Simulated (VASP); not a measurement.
The system is Pb.

```
Pb
1.0
     0.00000    2.50759    2.50759
     2.50759    0.00000    2.50759
     2.50759    2.50759    0.00000
Pb
1
Cartesian
  0.0000 0.0000 0.0000
```

This cell differs from its parent crystal: volume scaled by 1.04.

Base run:

| Property | Result |
| --- | --- |
| Program | VASP 6.6.1 |
| Functional | PBE |
| Potentials or basis | VASP PAW PBE potentials, release 64 (Pb_d) |
| Cutoff | 520 eV |
| k mesh | 9 × 9 × 9 |
| Occupations | fermi-dirac, width 0.05 eV |
| Spin | no spin polarisation |

Its results: band gap on the k mesh zero (band 7 reaches 13.96 eV, above the bottom of band 8 at 5.39 eV); pressure 0.4 GPa.

After a change of settings the same cell gave: band gap on the k mesh zero (band 7 reaches 13.77 eV, above the bottom of band 8 at 5.20 eV); pressure -2.3 GPa. Which change was it?
A. further incar settings from ALGO = Normal; EDIFF = 1e-06; NBANDS = 13 to ALGO = Fast; EDIFF = 1e-06; NBANDS = 13
B. functional from PBE to PBEsol
C. functional from PBE to r2SCAN
D. functional from PBE to revPBE; further incar settings from ALGO = Normal; EDIFF = 1e-06; NBANDS = 13 to ALGO = Fast; EDIFF = 1e-06; NBANDS = 13

B.

PBEsol binds more tightly than PBE, so the same cell stands under less pressure.

Caveats: spin-orbit coupling is left out, which moves the levels of the heavy elements; the PAW data sets were made with another functional, which shifts forces and pressure a little (some runs).
